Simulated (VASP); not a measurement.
# Sb (I4/mmm) in VASP: a series of runs

The runs below take Sb through single point, relaxation of cell and atoms, with PBE.

All numbers are computed with VASP 6.6.1; they aren't measurements. Logs are shortened: lines on timing, memory, paths and dates and some standing lists are left out, and cuts for length are marked.

## (1) The cell of the first run

Symmetry: I4/mmm, No. 139, tetragonal system. The conventional cell has a = 5.632 Å, b = 5.632 Å, c = 6.195 Å, α = 90.00°, β = 90.00°, γ = 90.00°. Within 4.1 Å of Sb (site symmetry -4m2) lie 10 Sb at 3.10 to 3.98 Å. Sb (site symmetry 4/mmm) has 8 Sb at 3.21 Å within 4.2 Å.

## (2) Single point, PBE

INCAR

```
PREC = Accurate
ENCUT = 520
EDIFF = 1E-6
ISMEAR = 0
SIGMA = 0.1
LREAL = F
LASPH = T
NELM = 60
ALGO = Normal
ISIF = 2
LWAVE = F
LCHARG = F
GGA = PE
NBANDS = 14
```

KPOINTS

```
regular mesh
0
Gamma
  12 12 12
```

POSCAR

```
Sb
1.0
   -2.8160195692      2.8160195692      3.0972902895
    2.8160195692     -2.8160195692      3.0972902895
    2.8160195692      2.8160195692     -3.0972902895
Sb
3
Direct
    0.7500000000      0.2500000000      0.5000000000
    0.2500000000      0.7500000000      0.5000000000
    0.5000000000      0.5000000000      0.0000000000
```

Potentials or basis: VASP PAW PBE potentials, release 64 (Sb).

Started as:

```bash
> cat potpaw_PBE.64/Sb/POTCAR > POTCAR
> mpirun -np 1 vasp_std > vasp.out
```

OUTCAR:

```text
PREC = Accurate
   ENCUT = 520
   EDIFF = 1E-6
   ISMEAR = 0
   LREAL = F
   LASPH = T
   NELM = 60
   ISIF = 2
   GGA = PE

 ion  position               nearest neighbor table
   1  0.750  0.250  0.500-   2 3.10   2 3.10   3 3.21   3 3.21   3 3.21   3 3.21
   2  0.250  0.750  0.500-   1 3.10   1 3.10   3 3.21   3 3.21   3 3.21   3 3.21
   3  0.500  0.500  0.000-   2 3.21   1 3.21   1 3.21   2 3.21   1 3.21   2 3.21   2 3.21   1 3.21

  LATTYP: Found a body centered tetragonal cell.
 ALAT       =     5.6320391384
 C/A-ratio  =     1.0998823742

  Lattice vectors:

 A1 = (  -2.8160195692,   2.8160195692,   3.0972902895)
 A2 = (   2.8160195692,  -2.8160195692,   3.0972902895)
 A3 = (   2.8160195692,   2.8160195692,  -3.0972902895)

Analysis of symmetry for initial positions (statically):
=====================================================================
 Subroutine PRICEL returns:
 Original cell was already a primitive cell.

 Routine SETGRP: Setting up the symmetry group for a
 body centered tetragonal supercell.

 Subroutine GETGRP returns: Found 16 space group operations
 (whereof 16 operations were pure point group operations)
 out of a pool of 16 trial point group operations.

The static configuration has the point symmetry D_4h.

Analysis of symmetry for dynamics (positions and initial velocities):
=====================================================================
 Subroutine PRICEL returns:
 Original cell was already a primitive cell.

 Routine SETGRP: Setting up the symmetry group for a
 body centered tetragonal supercell.

 Subroutine GETGRP returns: Found 16 space group operations
 (whereof 16 operations were pure point group operations)
 out of a pool of 16 trial point group operations.

The dynamic configuration has the point symmetry D_4h.

 Subroutine INISYM returns: Found 16 space group operations
 (whereof 16 operations are pure point group operations),
 and found     1 'primitive' translations

----------------------------------------------------------------------------------------

                                     Primitive cell

  volume of cell :      98.2456

  direct lattice vectors                    reciprocal lattice vectors
    -2.816019569  2.816019569  3.097290290     0.000000000  0.177555584  0.161431430
     2.816019569 -2.816019569  3.097290290     0.177555584  0.000000000  0.161431430
     2.816019569  2.816019569 -3.097290290     0.177555584  0.177555584  0.000000000

[... 91 lines left out ...]
   ISIF   =      2    stress and relaxation
   ISYM   =      2    0-nonsym 1-usesym 2-fastsym
   POTIM  = 0.5000    time-step for ionic-motion
   TEBEG  =    0.0;   TEEND  =   0.0 temperature during run
   PSTRESS=    0.0 pullay stress
   NELECT =      15.0000    total number of electrons
   NUPDOWN=      -1.0000    fix difference up-down
   EMIN   =  10.00;   EMAX   =-10.00  energy-range for DOS
   EFERMI =   0.00;   METHOD = LEGACY
   ISMEAR =     0;   SIGMA  =   0.10  broadening in eV -4-tet -1-fermi 0-gaus
   EFERMI_NEDOS =   21; number of points for ismear=-14 and -15
   IALGO  =     38    algorithm
   IMIX   =      4    mixing-type and parameters
     AMIX     =   0.40;   BMIX     =  1.00
     AMIX_MAG =   1.60;   BMIX_MAG =  1.00
  volume/ion in A,a.u.               =      32.75       221.00
  Fermi-wavevector in a.u.,A,eV,Ry     =   0.874985  1.653483 10.416614  0.765600
  Thomas-Fermi vector in A             =   1.994593
   LORBIT       =      0    0 simple, 1 ext, 2 COOP (PROOUT), +10 PAW based schemes
   GGA     = PE    functional components
   LHFCALC =     F    Hartree Fock is set to
   AEXX    =    0.0000 exact exchange contribution
   IVDW    =     0    specifies the selected vdW correction
   LEPSILON=     F    determine dielectric tensor
   LRPA    =     F    only Hartree local field effects (RPA)
 non-spin polarized calculation
 Gauss-broadening in eV      SIGMA  =   0.10
  energy-cutoff  :      520.00
  volume of cell :       98.25
 maximum number of plane-waves:      2679
 NGX is ok and might be reduce to    40
   NGX = 19   NGY = 19   NGZ = 19

 number of electron      14.9999999 magnetization

 Free energy of the ion-electron system (eV)
  ---------------------------------------------------
  ext. energy  EPLUGINS =         0.00000000
  ---------------------------------------------------
  free energy    TOTEN  =       -11.49887548 eV

  energy without entropy =      -11.48965761  energy(sigma->0) =      -11.49426654

 E-fermi :   6.1981     XC(G=0):  -9.1393

 val. band max:        6.1909684576   @ k =   0.2500   0.1667   0.0833
 cond. band min:       6.2002952698   @ k =  -0.0833   0.0833   0.0833
 fundamental gap:      0.0093268122
 Fermi energy:         6.1981064612

 k-point     1 :       0.0000    0.0000    0.0000
  band No.  band energies     occupation
      1      -6.0253      2.00000
      2      -0.6872      2.00000
      3      -0.2768      2.00000
      4       2.6127      2.00000
      5       3.4085      2.00000
      6       3.4085      2.00000
      7       4.9059      2.00000
      8       4.9059      2.00000
      9       4.9512      2.00000
     10       7.5474      0.00000
     11       7.5474      0.00000
     12       9.5496      0.00000
     13      10.4878      0.00000
     14      10.7564      0.00000
[... 377 lines left out ...]
      1      -5.0173      2.00000
      2      -2.5938      2.00000
      3      -1.6577      2.00000
      4       2.5809      2.00000
      5       2.9551      2.00000
      6       3.6938      2.00000
      7       5.7536      2.00000
      8       5.9353      1.99980
      9       6.7269      0.00000
     10       8.4196      0.00000
     11       8.8166      0.00000
     12       9.4638      0.00000
     13      11.1291      0.00000
     14      12.3915      0.00000

 [... further k-points ...]
[... 5 lines left out ...]
  --------------------------------------------------------------------------------------
  -------------------------------------------------------------------------------------
  Total       -0.0360211     -0.0360211     -0.0235049      0.0000000      0.0000000      0.0000000
  in kB       -0.5874283     -0.5874283     -0.3833156      0.0000000      0.0000000      0.0000000
  external PRESSURE =      -0.5193907 kB  Pullay stress =       0.0000000 kB

 VOLUME and BASIS-vectors are now :
 -----------------------------------------------------------------------------
  energy-cutoff  :      520.00
  volume of cell :       98.25
      direct lattice vectors                 reciprocal lattice vectors
    -2.816019569  2.816019569  3.097290290     0.000000000  0.177555584  0.161431430
     2.816019569 -2.816019569  3.097290290     0.177555584  0.000000000  0.161431430
     2.816019569  2.816019569 -3.097290290     0.177555584  0.177555584  0.000000000

 POSITION                                       TOTAL-FORCE (eV/Angst)
 -----------------------------------------------------------------------------------
      0.00000      2.81602      1.54865         0.000000     -0.000000      0.000000
      2.81602      0.00000      1.54865        -0.000000      0.000000      0.000000
      0.00000      0.00000      3.09729        -0.000000     -0.000000     -0.000000
 -----------------------------------------------------------------------------------
    total drift:                                0.000000      0.000000     -0.000000

  FREE ENERGIE OF THE ION-ELECTRON SYSTEM (eV)
  ---------------------------------------------------
  free  energy   TOTEN  =       -11.4988754793 eV

  energy  without entropy=      -11.4896576076  energy(sigma->0) =      -11.49426654
```

OSZICAR:

```text
N       E                     dE             d eps       ncg     rms          rms(c)
DAV:   1     0.624936231128E+02    0.62494E+02   -0.47503E+03  4564   0.802E+02
DAV:   2    -0.730381529225E+01   -0.69797E+02   -0.64764E+02  6014   0.137E+02
DAV:   3    -0.114545597869E+02   -0.41507E+01   -0.40651E+01  5638   0.376E+01
DAV:   4    -0.115060996810E+02   -0.51540E-01   -0.51496E-01  5200   0.482E+00
DAV:   5    -0.115070069853E+02   -0.90730E-03   -0.90730E-03  5940   0.724E-01    0.299E+00
DAV:   6    -0.114990630419E+02    0.79439E-02   -0.10962E-02  5050   0.644E-01    0.174E+00
DAV:   7    -0.114985912847E+02    0.47176E-03   -0.12279E-02  5002   0.611E-01    0.193E-01
DAV:   8    -0.114986918981E+02   -0.10061E-03   -0.79976E-04  5170   0.190E-01    0.961E-02
DAV:   9    -0.114988532137E+02   -0.16132E-03   -0.23792E-04  5002   0.899E-02    0.356E-02
DAV:  10    -0.114988683021E+02   -0.15088E-04   -0.19219E-05  5460   0.236E-02    0.971E-03
DAV:  11    -0.114988740712E+02   -0.57691E-05   -0.66530E-06  4906   0.134E-02    0.531E-03
DAV:  12    -0.114988753918E+02   -0.13206E-05   -0.16696E-06  4994   0.656E-03    0.170E-03
DAV:  13    -0.114988754793E+02   -0.87427E-07   -0.67846E-08  3458   0.147E-03
   1 F= -.11498875E+02 E0= -.11494267E+02  d E =-.921787E-02
```

stdout:

```text
POSCAR found type information on POSCAR Sb
 POSCAR found :  1 types and       3 ions
 scaLAPACK will be used
 LDA part: xc-table for (Slater+PW92), standard interpolation
 POSCAR, INCAR and KPOINTS ok, starting setup
 FFT: planning ... GRIDC
 FFT: planning ... GRID_SOFT
 FFT: planning ... GRID
 WAVECAR not read
 entering main loop
```

Run time: 2.7 min. Hardware: 1 thread of Intel Xeon Platinum 8259CL at 2.50GHz (Skylake/Cascade Lake), shared host; peak memory 0.36 GiB.

What came out:

```
Free energy : -11.4989 eV
Pressure    : -0.1 GPa
```

Caveat: spin-orbit coupling is left out, which moves the levels of the heavy elements.

## (3) Relaxation of cell and atoms, PBE

This run uses another cell than the first one, of 32.62 Å³/atom, 0.996 times its volume.

INCAR

```
SYSTEM = Sb
ALGO = Normal
EDIFF = 1E-6
EDIFFG = -0.01
ENCUT = 600
GGA = PE
IBRION = 2
ISIF = 3
ISMEAR = 0
LASPH = .TRUE.
LCHARG = .FALSE.
LREAL = .FALSE.
LWAVE = .FALSE.
NELM = 80
NSW = 100
PREC = Accurate
SIGMA = 0.1
```

KPOINTS

```
k-points
0
G
  12 12 12
  0 0 0
```

POSCAR

```
Sb
1.0
   -2.7959248812      2.7959248812      3.1294022845
    2.7959248812     -2.7959248812      3.1294022845
    2.7959248812      2.7959248812     -3.1294022845
Sb
3
Direct
    0.7500000000      0.2500000000      0.5000000000
    0.2500000000      0.7500000000      0.5000000000
    0.5000000000      0.5000000000      0.0000000000
```

Potentials or basis: VASP PAW PBE potentials, release 64 (Sb).

Started as:

```bash
> cat potpaw_PBE.64/Sb/POTCAR > POTCAR
> mpirun -np 1 vasp_std > vasp.out
```

Run time: 3.9 min. Hardware: 1 thread of Intel Xeon Platinum 8259CL at 2.50GHz (Skylake/Cascade Lake), shared host; peak memory 0.38 GiB.

It converged, with:

```yaml
Free_energy: -11.4989 eV
Relaxed_volume: 32.69 Å³/atom
Relaxed_cell: a = 5.043 Å, b = 5.043 Å, c = 5.043 Å, α = 112.21°, β = 112.21°, γ = 104.12°
Space_group_after_relaxing_to_0.05_Å: I4/mmm (No. 139)
Energy_gained_by_relaxing: 0.9 meV/atom
Ionic_steps: 3
Pressure_after_relaxing: 0.0 GPa
```

Stress tensor (GPa, compression positive):
```
 0.03  0.00  0.00
 0.00  0.03  0.00
 0.00  0.00 -0.05
```

The path:
```csv
step,energy change (eV),largest force (eV/Å),pressure (GPa),volume (Å³)
1,0.0000,0.0000,0.04,97.85
2,-0.0019,0.0000,0.02,97.97
3,-0.0028,0.0000,0.01,98.08
```

Final structure:
```cif
data_structure
_symmetry_space_group_name_H-M 'P 1'
_symmetry_Int_Tables_number 1
_cell_length_a 5.0429
_cell_length_b 5.0429
_cell_length_c 5.0429
_cell_angle_alpha 112.211
_cell_angle_beta 112.211
_cell_angle_gamma 104.121
_cell_volume 98.08
loop_
_atom_site_label
_atom_site_type_symbol
_atom_site_fract_x
_atom_site_fract_y
_atom_site_fract_z
_atom_site_occupancy
Sb1 Sb 0.75000 0.25000 0.50000 1
Sb2 Sb 0.25000 0.75000 0.50000 1
Sb3 Sb 0.50000 0.50000 0.00000 1
```

Levels at points of the mesh, in eV from the Fermi level:
| k point | band 4 | band 5 | band 6 | band 7 | band 8 | band 9 | band 10 | band 11 |
| --- | --- | --- | --- | --- | --- | --- | --- | --- |
| (0.00, 0.00, 0.00) | -3.58 | -2.79 | -2.79 | -1.31 | -1.31 | -1.26 | 1.35 | 1.35 |
| (0.50, 0.00, 0.00) | -3.78 | -2.97 | -1.54 | -1.40 | -0.72 | 0.93 | 1.55 | 2.99 |
| (0.50, 0.50, 0.00) | -4.95 | -3.65 | -1.72 | -0.14 | 0.59 | 1.22 | 2.09 | 3.91 |
| (0.50, 0.50, 0.50) | -4.99 | -4.99 | -3.47 | 0.79 | 1.43 | 1.43 | 3.51 | 3.51 |

Caveat: spin-orbit coupling is left out, which moves the levels of the heavy elements.
